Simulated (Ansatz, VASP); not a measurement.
## Sn: VASP beside Ansatz

```xyz
2
Lattice="0.0000 3.2365 3.2365 3.2365 0.0000 3.2365 3.2365 3.2365 0.0000" Properties=species:S:1:pos:R:3 pbc="T T T"
Sn    3.2365    3.2365    3.2365
Sn    4.8547    4.8547    4.8547
```

Alike in both runs: functional LDA; k mesh 16 × 16 × 16; occupations gaussian, width 0.1 eV; no spin polarisation.

Ansatz relaxed the structure, and its values are those at the end. VASP's run is a single point on that final structure, the one shown.

|  | VASP | Ansatz |
| --- | --- | --- |
| version | VASP 6.6.1 | Ansatz 0.2.0 |
| potentials or method | VASP PAW LDA potentials, release 64 (Sn_d), cutoff 520 eV | scalar-relativistic, plane waves, PAW |
| valence electrons in the cell | 28 | 28 |

```csv
,VASP,Ansatz,Ansatz less VASP
gap on the k mesh at the Fermi level (eV),none,none,-
pressure (GPa),0.0,0.0,+0.03
```

Ansatz warns that its potentials were made for another functional, while VASP's fit it. LDA's correlation is that of Perdew and Zunger in VASP and of Perdew and Wang (1992) in Ansatz. A gap of «none» marks a metal or a gap that the smearing closes.
